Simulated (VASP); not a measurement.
# ZnS (P6_3mc) in VASP: notebook

ZnS is run at these levels: PBE; tasks: single point.

Everything below comes from runs of VASP 6.6.1. Logs are shortened: lines on timing, memory, paths and dates and some standing lists are left out, and cuts for length are marked.

### 1 The cell of the first run

Symmetry: P6_3mc, No. 186, hexagonal system. The conventional cell has a = 4.142 Å, b = 4.142 Å, c = 5.432 Å, α = 90.00°, β = 90.00°, γ = 120.00°. Zn (site symmetry 3m) has 4 S at 2.03 to 2.49 Å within 2.7 Å. Within 2.7 Å of S (site symmetry 3m) lie 4 Zn at 2.03 to 2.49 Å.

### 2 Single point, PBE

File INCAR:

```
ALGO     = Normal         # electronic algorithm
EDIFF    = 1E-7           # SCF threshold, eV
ENCUT    = 520            # plane-wave cutoff, eV
GGA      = PE             # functional
ISIF     = 2              # what is computed and relaxed
ISMEAR   = 0              # smearing method
LASPH    = T              # aspherical terms in the spheres
LCHARG   = F              # write CHGCAR
LREAL    = F              # projectors in reciprocal space
LWAVE    = F              # write WAVECAR
NBANDS   = 26             # bands
NELM     = 100            # most SCF steps
PREC     = Accurate       # precision mode
SIGMA    = 0.05           # smearing width, eV
```

File KPOINTS:

```
k-points
0
Gamma
  9 9 4
```

File POSCAR:

```
ZnS
1.0
    4.1424790287      0.0000000000      0.0000000000
   -2.0712395143      3.5874920735      0.0000000000
    0.0000000000      0.0000000000      5.4324469982
Zn S
2 2
Direct
    0.3333333333      0.6666666667      0.0052003725
    0.6666666667      0.3333333333      0.5052003725
    0.3333333333      0.6666666667      0.3797996275
    0.6666666667      0.3333333333      0.8797996275
```

Potentials or basis: VASP PAW PBE potentials, release 64 (Zn, S).

Started as:

```sh
> cat potpaw_PBE.64/Zn/POTCAR potpaw_PBE.64/S/POTCAR > POTCAR
> mpirun -np 1 vasp_std > vasp.out
```

OUTCAR:

```text
EDIFF = 1E-7
   ENCUT = 520
   GGA = PE
   ISIF = 2
   ISMEAR = 0
   LASPH = T
   LREAL = F
   NELM = 100
   PREC = Accurate

 ion  position               nearest neighbor table
   1  0.333  0.667  0.005-   3 2.03   4 2.49   4 2.49   4 2.49
   2  0.667  0.333  0.505-   4 2.03   3 2.49   3 2.49   3 2.49
   3  0.333  0.667  0.380-   1 2.03   2 2.49   2 2.49   2 2.49
   4  0.667  0.333  0.880-   2 2.03   1 2.49   1 2.49   1 2.49

  LATTYP: Found a hexagonal cell.
 ALAT       =     4.1424790287
 C/A-ratio  =     1.3114000000

  Lattice vectors:

 A1 = (   4.1424790287,   0.0000000000,   0.0000000000)
 A2 = (  -2.0712395143,   3.5874920735,   0.0000000000)
 A3 = (   0.0000000000,   0.0000000000,   5.4324469982)

Analysis of symmetry for initial positions (statically):
=====================================================================
 Subroutine PRICEL returns:
 Original cell was already a primitive cell.

 Routine SETGRP: Setting up the symmetry group for a
 hexagonal supercell.

 Subroutine GETGRP returns: Found 12 space group operations
 (whereof  6 operations were pure point group operations)
 out of a pool of 24 trial point group operations.

The static configuration has the point symmetry C_3v.
 The point group associated with its full space group is C_6v.

Analysis of symmetry for dynamics (positions and initial velocities):
=====================================================================
 Subroutine PRICEL returns:
 Original cell was already a primitive cell.

 Routine SETGRP: Setting up the symmetry group for a
 hexagonal supercell.

 Subroutine GETGRP returns: Found 12 space group operations
 (whereof  6 operations were pure point group operations)
 out of a pool of 24 trial point group operations.

The dynamic configuration has the point symmetry C_3v.
 The point group associated with its full space group is C_6v.

 Subroutine INISYM returns: Found 12 space group operations
 (whereof  6 operations are pure point group operations),
 and found     1 'primitive' translations

----------------------------------------------------------------------------------------

                                     Primitive cell

  volume of cell :      80.7322

  direct lattice vectors                    reciprocal lattice vectors
     4.142479029  0.000000000  0.000000000     0.241401343  0.139373130  0.000000000
    -2.071239514  3.587492073  0.000000000     0.000000000  0.278746260  0.000000000
     0.000000000  0.000000000  5.432446998     0.000000000  0.000000000  0.184079108

  length of vectors
     4.142479029  4.142479029  5.432446998     0.278746260  0.278746260  0.184079108

  position of ions in fractional coordinates (direct lattice)
     0.333333333  0.666666667  0.005200372
     0.666666667  0.333333333  0.505200372
     0.333333333  0.666666667  0.379799627
     0.666666667  0.333333333  0.879799627

  ion indices of the primitive-cell ions
   primitive index   ion index
                 1           1
                 2           2
                 3           3
                 4           4

----------------------------------------------------------------------------------------

 KPOINTS: k-points

Automatic generation of k-mesh.
 Grid dimensions read from file:
 generate k-points for:    9    9    4

 Generating k-lattice:

  Cartesian coordinates                     Fractional coordinates (reciprocal lattice)
     0.026822371  0.015485903  0.000000000     0.111111111 -0.000000000  0.000000000
     0.000000000  0.030971807  0.000000000     0.000000000  0.111111111  0.000000000
     0.000000000  0.000000000  0.046019777     0.000000000  0.000000000  0.250000000

  Length of vectors
     0.030971807  0.030971807  0.046019777

  Shift w.r.t. Gamma in fractional coordinates (k-lattice)
     0.000000000  0.000000000  0.000000000

 Subroutine IBZKPT returns following result:
 ===========================================

 Found     36 irreducible k-points:

 Following reciprocal coordinates:
            Coordinates               Weight
  0.000000  0.000000  0.000000      1.000000
  0.111111 -0.000000  0.000000      6.000000
  0.222222  0.000000  0.000000      6.000000
  0.333333 -0.000000  0.000000      6.000000
  0.444444  0.000000  0.000000      6.000000
  0.111111  0.111111  0.000000      6.000000
[... 16 lines left out ...]
  0.333333  0.222222  0.250000     24.000000
  0.333333  0.333333  0.250000      4.000000
 [... further k-points ...]
   k-points           NKPTS =     36   k-points in BZ     NKDIM =     36   number of bands    NBANDS=     26
   number of dos      NEDOS =    301   number of ions     NIONS =      4
   total plane-waves  NPLWV =  40960
   dimension x,y,z NGX =    32 NGY =   32 NGZ =   40
   dimension x,y,z NGXF=    64 NGYF=   64 NGZF=   80
   ions per type =               2   2
   NGX,Y,Z   is equivalent  to a cutoff of  12.84, 12.84, 12.24 a.u.
   NGXF,Y,Z  is equivalent  to a cutoff of  25.68, 25.68, 24.48 a.u.
 SYSTEM =  unknown system
   PREC   = accura    normal or accurate (medium, high low for compatibility)
   ISTART =      0    job   : 0-new  1-cont  2-samecut
   ICHARG =      2    charge: 1-file 2-atom 10-const
   ISPIN  =      1    spin polarized calculation?
   LNONCOLLINEAR =      F non collinear calculations
   LSORBIT =      F    spin-orbit coupling
   LASPH  =      T    aspherical Exc in radial PAW
   ENCUT  =  520.0 eV  38.22 Ry    6.18 a.u.   7.70  7.70 10.10*2*pi/ulx,y,z
   NELM   =    100;   NELMIN=  2; NELMDL= -5     # of ELM steps
   EDIFF  = 0.1E-06   stopping-criterion for ELM
   LREAL  =      F    real-space projection
   EDIFFG = 0.1E-05   stopping-criterion for IOM
   NSW    =      0    number of steps for IOM
   IBRION =     -1    ionic relax: 0-MD 1-quasi-New 2-CG
   NFREE  =      0    steps in history (QN), initial steepest desc. (CG)
   ISIF   =      2    stress and relaxation
   ISYM   =      2    0-nonsym 1-usesym 2-fastsym
   POTIM  = 0.5000    time-step for ionic-motion
   TEBEG  =    0.0;   TEEND  =   0.0 temperature during run
   PSTRESS=    0.0 pullay stress
   NELECT =      36.0000    total number of electrons
   NUPDOWN=      -1.0000    fix difference up-down
   EMIN   =  10.00;   EMAX   =-10.00  energy-range for DOS
   EFERMI =   0.00;   METHOD = LEGACY
   ISMEAR =     0;   SIGMA  =   0.05  broadening in eV -4-tet -1-fermi 0-gaus
   EFERMI_NEDOS =   21; number of points for ismear=-14 and -15
   IALGO  =     38    algorithm
   IMIX   =      4    mixing-type and parameters
     AMIX     =   0.40;   BMIX     =  1.00
     AMIX_MAG =   1.60;   BMIX_MAG =  1.00
  volume/ion in A,a.u.               =      20.18       136.20
  Fermi-wavevector in a.u.,A,eV,Ry     =   1.250720  2.363518 21.283599  1.564300
  Thomas-Fermi vector in A             =   2.384701
   LORBIT       =      0    0 simple, 1 ext, 2 COOP (PROOUT), +10 PAW based schemes
   GGA     = PE    functional components
   LHFCALC =     F    Hartree Fock is set to
   AEXX    =    0.0000 exact exchange contribution
   IVDW    =     0    specifies the selected vdW correction
   LEPSILON=     F    determine dielectric tensor
   LRPA    =     F    only Hartree local field effects (RPA)
 non-spin polarized calculation
 Gauss-broadening in eV      SIGMA  =   0.05
  energy-cutoff  :      520.00
  volume of cell :       80.73
 maximum number of plane-waves:      2199
 NGX is ok and might be reduce to    32

 number of electron      36.0000005 magnetization

 Free energy of the ion-electron system (eV)
  ---------------------------------------------------
  ext. energy  EPLUGINS =         0.00000000
  ---------------------------------------------------
  free energy    TOTEN  =       -12.34331409 eV

  energy without entropy =      -12.34331409  energy(sigma->0) =      -12.34331409

 E-fermi :   2.1002     XC(G=0):  -9.4736

 val. band max:        1.8721247638   @ k =   0.0000   0.0000   0.0000
 cond. band min:       3.5567010991   @ k =   0.0000   0.0000   0.0000
 fundamental gap:      1.6845763354
 Fermi energy:         2.1002122412

 k-point     1 :       0.0000    0.0000    0.0000
  band No.  band energies     occupation
      1     -11.2576      2.00000
      2      -9.9169      2.00000
      3      -4.6472      2.00000
      4      -4.4458      2.00000
      5      -4.4458      2.00000
      6      -4.2536      2.00000
[... 18 lines left out ...]
     25      11.0552      0.00000
     26      11.0553      0.00000

 k-point     2 :       0.1111   -0.0000    0.0000
  band No.  band energies     occupation
      1     -11.1956      2.00000
      2      -9.9158      2.00000
      3      -4.6395      2.00000
      4      -4.4434      2.00000
      5      -4.4424      2.00000
      6      -4.2652      2.00000
[... 18 lines left out ...]
     25      10.5602      0.00000
     26      10.9109      0.00000

 k-point     3 :       0.2222    0.0000    0.0000
  band No.  band energies     occupation
      1     -11.0232      2.00000
      2      -9.9254      2.00000
      3      -4.6178      2.00000
      4      -4.4406      2.00000
      5      -4.4301      2.00000
      6      -4.2867      2.00000
[... 18 lines left out ...]
     25      10.6252      0.00000
     26      10.9836      0.00000

 k-point     4 :       0.3333   -0.0000    0.0000
  band No.  band energies     occupation
      1     -10.7842      2.00000
      2      -9.9736      2.00000
      3      -4.5880      2.00000
      4      -4.4420      2.00000
      5      -4.4053      2.00000
      6      -4.2996      2.00000
[... 18 lines left out ...]
     25      11.4639      0.00000
     26      12.0361      0.00000
[... 496 lines left out ...]
      1     -10.5436      2.00000
      2     -10.0844      2.00000
      3      -4.6145      2.00000
      4      -4.4911      2.00000
      5      -4.4267      2.00000
      6      -4.3710      2.00000
[... 18 lines left out ...]
     25      11.1427      0.00000
     26      11.4043      0.00000

 k-point    23 :       0.3333    0.2222    0.2500
  band No.  band energies     occupation
      1     -10.3718      2.00000
      2     -10.1397      2.00000
      3      -4.5794      2.00000
      4      -4.5010      2.00000
      5      -4.4477      2.00000
      6      -4.3220      2.00000
[... 18 lines left out ...]
     25      10.9586      0.00000
     26      11.6551      0.00000

 k-point    24 :       0.3333    0.3333    0.2500
  band No.  band energies     occupation
      1     -10.2356      2.00000
      2     -10.2356      2.00000
      3      -4.5324      2.00000
      4      -4.5324      2.00000
      5      -4.4617      2.00000
      6      -4.2773      2.00000
[... 18 lines left out ...]
     25      11.5158      0.00000
     26      11.5363      0.00000

 [... further k-points ...]

------------------------ aborting loop because EDIFF is reached ----------------------------------------

  FORCE on cell =-STRESS in cart. coord.  units (eV):
  Direction    XX          YY          ZZ          XY          YZ          ZX
  --------------------------------------------------------------------------------------
  -------------------------------------------------------------------------------------
  Total       -2.9456468     -2.9456468     17.0463851     -0.0000000      0.0000000      0.0000000
  in kB      -58.4580709    -58.4580709    338.2954140     -0.0000000      0.0000000      0.0000000
  external PRESSURE =      73.7930907 kB  Pullay stress =       0.0000000 kB

 VOLUME and BASIS-vectors are now :
 -----------------------------------------------------------------------------
  energy-cutoff  :      520.00
  volume of cell :       80.73
      direct lattice vectors                 reciprocal lattice vectors
     4.142479029  0.000000000  0.000000000     0.241401343  0.139373130  0.000000000
    -2.071239514  3.587492073  0.000000000     0.000000000  0.278746260  0.000000000
     0.000000000  0.000000000  5.432446998     0.000000000  0.000000000  0.184079108

 POSITION                                       TOTAL-FORCE (eV/Angst)
 -----------------------------------------------------------------------------------
     -0.00000      2.39166      0.02825        -0.000000      0.000000     -3.175751
      2.07124      1.19583      2.74447         0.000000     -0.000000     -3.175751
     -0.00000      2.39166      2.06324         0.000000     -0.000000      3.175751
      2.07124      1.19583      4.77946        -0.000000     -0.000000      3.175751
 -----------------------------------------------------------------------------------
    total drift:                               -0.000001     -0.000001      0.000456

  FREE ENERGIE OF THE ION-ELECTRON SYSTEM (eV)
  ---------------------------------------------------
  free  energy   TOTEN  =       -12.3433140863 eV

  energy  without entropy=      -12.3433140863  energy(sigma->0) =      -12.34331409
```

Run time: 83 s. Hardware: 1 thread of Intel Xeon 8259CL, shared host; peak memory 0.22 GiB.

Results:

```yaml
Free_energy: -12.3433 eV
Pressure: 7.4 GPa
Largest_force: 3.176 eV/Å
Band_gap_on_the_k_mesh: 1.68 eV
```

Forces in eV/Å, atoms in the order of the input:
```
Zn   0.000  0.000 -3.176
Zn   0.000  0.000 -3.176
S    0.000  0.000  3.176
S    0.000  0.000  3.176
```

Caveat: the cell stands under pressure; an odd mesh through Γ misses points on the zone boundary, where band edges can lie; forces of over 1 eV/Å act on the atoms, so gaps and moduli don't describe the material at rest.

### 3 Single point, PBE

This run uses another cell than the first one, of the same volume but with other edges.

File INCAR:

```
SYSTEM = ZnS
ALGO = Normal ; EDIFF = 1E-7
ENCUT = 520 ; GGA = PE
ISIF = 2 ; ISMEAR = 0
LASPH = .TRUE. ; LCHARG = .FALSE.
LREAL = .FALSE. ; LWAVE = .FALSE.
NBANDS = 26 ; NELM = 80
PREC = Accurate ; SIGMA = 0.05
```

File KPOINTS:

```
k-points
0
G
  9 9 4
  0 0 0
```

File POSCAR:

```
ZnS
1.0
    3.6884088784      0.0000000000      0.0000000000
   -1.8442044392      3.1942557882      0.0000000000
    0.0000000000      0.0000000000      6.8523260142
Zn S
2 2
Direct
    0.3333333333      0.6666666667      0.0052003725
    0.6666666667      0.3333333333      0.5052003725
    0.3333333333      0.6666666667      0.3401405350
    0.6666666667      0.3333333333      0.8401405350
```

Potentials or basis: VASP PAW PBE potentials, release 64 (Zn, S).

Started as:

```sh
> cat potpaw_PBE.64/Zn/POTCAR potpaw_PBE.64/S/POTCAR > POTCAR
> mpirun -np 1 vasp_std > vasp.out
```

It took 98 s on 1 thread of Intel Xeon 8259CL, shared host; peak memory 0.23 GiB.

The run converged. Its results:

```yaml
Free_energy: -13.3093 eV
Pressure: -0.9 GPa
Largest_force: 0.876 eV/Å
Band_gap_on_the_k_mesh: 1.22 eV
```

Forces on the atoms (eV/Å):
```
Zn   0.000  0.000 -0.876
Zn   0.000  0.000 -0.876
S    0.000  0.000  0.876
S    0.000  0.000  0.876
```

Stress tensor (GPa, compression positive):
```
 2.06  0.00  0.00
 0.00  2.06  0.00
 0.00  0.00 -6.71
```

Levels at points of the mesh, in eV from the valence-band top:
```
           k point  band 16  band 17  band 18  band 19  band 20  band 21
(0.00, 0.00, 0.00)    -0.73     0.00     0.00     1.22     4.03     5.87
(0.00, 0.00, 0.50)    -0.38    -0.38    -0.38     3.70     3.70     6.00
```

(Continued in part 2 of 2.)
